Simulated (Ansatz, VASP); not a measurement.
## BaZrO3 in VASP and in Ansatz

The input INCAR:

```
ALGO = Normal
EDIFF = 1E-6
ENCUT = 520
GGA = PE
GGA_COMPAT = F
ISIF = 2
ISMEAR = 0
LASPH = T
LCHARG = F
LMAXMIX = 4
LORBIT = 11
LORBMOM = T
LREAL = F
LSORBIT = T
LWAVE = F
MAGMOM = 0 0 0 0 0 0 0 0 0 0 0 0 0 0 0
NBANDS = 55
NELM = 150
PREC = Accurate
SIGMA = 0.05
```

KPOINTS

```
k-points
0
Gamma
  6 6 6
```

File POSCAR:

```
BaZrO3
1.0
    4.2828019889      0.0000000000      0.0000000000
    0.0000000000      4.2828019889      0.0000000000
    0.0000000000      0.0000000000      4.2828019889
Ba Zr O
1 1 3
Direct
    0.0000000000      0.0000000000      0.0000000000
    0.5000000000      0.5000000000      0.5000000000
    0.0000000000      0.5000000000      0.5000000000
    0.5000000000      0.5000000000      0.0000000000
    0.5000000000      0.0000000000      0.5000000000
```

Input for Ansatz:

```yaml
crystal:
  lattice:
    - [4.2828019889, 0.0, 0.0]
    - [0.0, 4.2828019889, 0.0]
    - [0.0, 0.0, 4.2828019889]
  atoms:
    - { symbol: Ba, position: [0.0, 0.0, 0.0] }
    - { symbol: Zr, position: [0.5, 0.5, 0.5] }
    - { symbol: O, position: [0.0, 0.5, 0.5] }
    - { symbol: O, position: [0.5, 0.5, 0.0] }
    - { symbol: O, position: [0.5, 0.0, 0.5] }
basis:
  ecutwfc: 420
  ecutrho_ratio: 4
kpoints:
  mp_grid: { grid: [6, 6, 6] }
hamiltonian:
  xc: pbe
scf:
  occupations: { method: gaussian, width: 0.05 }
output:
  forces: true
  stress: true
  eigenvalues: true
  populations: true
  write_density: true
  write_potential: true
  elf: true
  volumetric_format: npy
magnetization:
  noncollinear: true
  spin_orbit: true
```

Alike in both runs: task single point; functional PBE; k mesh 6 × 6 × 6; occupations gaussian, width 0.05 eV; non-collinear spin, spin-orbit coupling.

```csv
,VASP,Ansatz
version,VASP 6.6.1,Ansatz 0.2.0
potentials or method,"VASP PAW PBE potentials, release 64 (Ba_sv, Zr_sv, O), cutoff 520 eV","plane waves, PAW"
valence electrons in the cell,40,40
```

```tsv
	VASP	Ansatz	Ansatz less VASP
pressure (GPa)	-4.6	-5.4	-0.78
net moment per atom (μB)	0.00	0.00	0.000
```
